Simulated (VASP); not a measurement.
# Si2W: single point with PBEsol

Si2W:

```
CELL_PARAMETERS angstrom
4.34728 0.00000 0.00000
-2.17364 3.76486 0.00000
0.00000 0.00000 6.76839
ATOMIC_POSITIONS crystal
Si 0.83618 0.67236 0.50000
Si 0.16382 0.83618 0.83333
Si 0.67236 0.83618 0.16667
Si 0.16382 0.32764 0.50000
Si 0.83618 0.16382 0.83333
Si 0.32764 0.16382 0.16667
W 0.00000 0.50000 0.16667
W 0.50000 0.50000 0.83333
W 0.50000 0.00000 0.50000
```

This cell differs from its parent crystal: strain -0.050 along x and y, +0.025 along z.

| Quantity | Value |
| --- | --- |
| Program | VASP 6.6.1 |
| Task | single point |
| Functional | PBEsol |
| Potentials or basis | VASP PAW PBE potentials, release 64 (Si, W_sv) |
| Cutoff | 520 eV |
| k mesh | 12 × 12 × 6 |
| Occupations | gaussian, width 0.15 eV |
| Spin | no spin polarisation |
| Dipole correction | no |
| Further INCAR settings | ALGO = Normal; EDIFF = 1e-07; NBANDS = 43 |

```yaml
Pressure: 23.6 GPa
Largest_force: 0.090 eV/Å
Band_gap_on_the_k_mesh: 0.35 eV (least direct gap 0.70 eV)
```

Forces on the atoms (eV/Å):
```
Si   0.000 -0.090  0.000
Si   0.078 -0.045  0.000
Si  -0.078 -0.045  0.000
Si   0.000  0.090  0.000
Si  -0.078  0.045  0.000
Si   0.078  0.045  0.000
W    0.000  0.000  0.000
W    0.000  0.000  0.000
W    0.000  0.000  0.000
```

Stress tensor (GPa, compression positive):
```
32.61  0.00  0.00
 0.00 32.61  0.00
 0.00  0.00  5.60
```

Levels at points of the mesh, in eV from the valence-band top:
| k point | band 29 | band 30 | band 31 | band 32 | band 33 | band 34 | band 35 | band 36 | band 37 | band 38 |
| --- | --- | --- | --- | --- | --- | --- | --- | --- | --- | --- |
| (0.00, 0.00, 0.00) | -2.65 | -2.65 | -2.12 | -1.78 | -0.90 | 2.61 | 2.61 | 3.11 | 3.16 | 3.54 |
| (0.50, 0.00, 0.00) | -2.31 | -2.15 | -1.66 | -1.14 | -0.35 | 0.35 | 1.27 | 1.71 | 1.98 | 3.24 |
| (0.00, 0.00, 0.50) | -1.83 | -1.83 | -1.61 | -1.11 | -1.11 | 2.11 | 2.84 | 2.88 | 2.88 | 2.93 |
| (0.50, 0.00, 0.50) | -2.91 | -2.87 | -1.89 | -0.71 | 0.00 | 1.04 | 1.10 | 1.51 | 2.45 | 2.67 |

It took 4.8 min on 1 thread of Intel(R) Xeon(R) Platinum 8488C (Sapphire Rapids), with other jobs on the host, peak memory 0.39 GiB.

Caveat: the cell differs from its parent crystal (strain -0.050 along x and y, +0.025 along z); the stress differs along the axes, from 6 to 33 GPa; the PAW data sets were made with another functional, which shifts forces and pressure a little; spin-orbit coupling is left out, which moves the levels of the heavy elements. A k mesh can miss the band edges.
